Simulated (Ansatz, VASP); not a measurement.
## One calculation of Zn, two programs

File INCAR:

```
ALGO = Normal ; EDIFF = 1E-6
ENCUT = 500 ; GGA = PE
GGA_COMPAT = F ; ISIF = 2
ISMEAR = 0 ; LASPH = T
LCHARG = F ; LREAL = F
LWAVE = F ; NBANDS = 12
NELM = 120 ; PREC = Accurate
SIGMA = 0.023
```

File KPOINTS:

```
k-points
0
Gamma
  12 12 12
```

Contents of POSCAR:

```
Zn
1.0
   -1.5690370000      1.5690370000      1.5690370000
    1.5690370000     -1.5690370000      1.5690370000
    1.5690370000      1.5690370000     -1.5690370000
Zn
1
Direct
    0.0000000000      0.0000000000      0.0000000000
```

File input.yaml:

```yaml
crystal:
  lattice:
    - [-1.569037, 1.569037, 1.569037]
    - [1.569037, -1.569037, 1.569037]
    - [1.569037, 1.569037, -1.569037]
  atoms:
    - { symbol: Zn, position: [0.0, 0.0, 0.0] }
hamiltonian:
  xc: pbe
  pseudopotentials: { kind: paw }
kpoints:
  mp_grid: { grid: [12, 12, 12] }
scf:
  occupations: { method: gaussian, width: 0.023 }
output:
  forces: true
  stress: true
  eigenvalues: true
```

Alike in both runs: task single point; functional PBE; k mesh 12 × 12 × 12; occupations gaussian, width 0.023 eV; no spin polarisation.

```csv
,VASP,Ansatz
version,VASP 6.6.1,Ansatz 0.2.0
potentials or method,"VASP PAW PBE potentials, release 64 (Zn)",Ansatz PAW
plane-wave cutoff (eV),500,420
valence electrons in the cell,12,12
```

|  | VASP | Ansatz | Ansatz less VASP |
| --- | --- | --- | --- |
| gap on the k mesh at the Fermi level (eV) | none | none | - |
| pressure (GPa) | 0.1 | -0.2 | -0.33 |

A gap of «none» marks a metal or a gap that the smearing closes.
